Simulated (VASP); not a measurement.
Here is a VASP 6.6.1 calculation.

The input INCAR:

```
PREC = Accurate
ENCUT = 600
EDIFF = 1E-7
ISMEAR = 0
SIGMA = 0.1
LREAL = F
LASPH = T
NELM = 60
ALGO = Fast
ISIF = 3
LWAVE = F
LCHARG = F
GGA = PE
IBRION = 2
NSW = 100
EDIFFG = -0.002
```

File KPOINTS:

```
Automatic mesh
0
Gamma
  14 14 10
```

Contents of POSCAR:

```
TiAl
1.0
    2.8107518100      0.0000000000      0.0000000000
    0.0000000000      2.8107518100      0.0000000000
    0.0000000000      0.0000000000      4.0664219200
Ti Al
1 1
Direct
    0.5000000000      0.5000000000      0.5000000000
    0.0000000000      0.0000000000      0.0000000000
```

Potentials or basis: VASP PAW PBE potentials, release 64 (Ti_sv, Al).

Command:

```bash
$ cat potpaw_PBE.64/Ti_sv/POTCAR potpaw_PBE.64/Al/POTCAR > POTCAR
$ mpirun -np 1 vasp_std > vasp.out
```

(1) What does it give for the band gap on the k mesh?

(2) What does it give for the relaxed volume?

(3) Predict the relaxed cell.

Results:

(1) zero (an odd number of electrons rules out a gap without spin polarisation).

(2) 16.23 Å³/atom.

(3) a = 2.821 Å, b = 2.821 Å, c = 4.077 Å, α = 90.00°, β = 90.00°, γ = 90.00°.
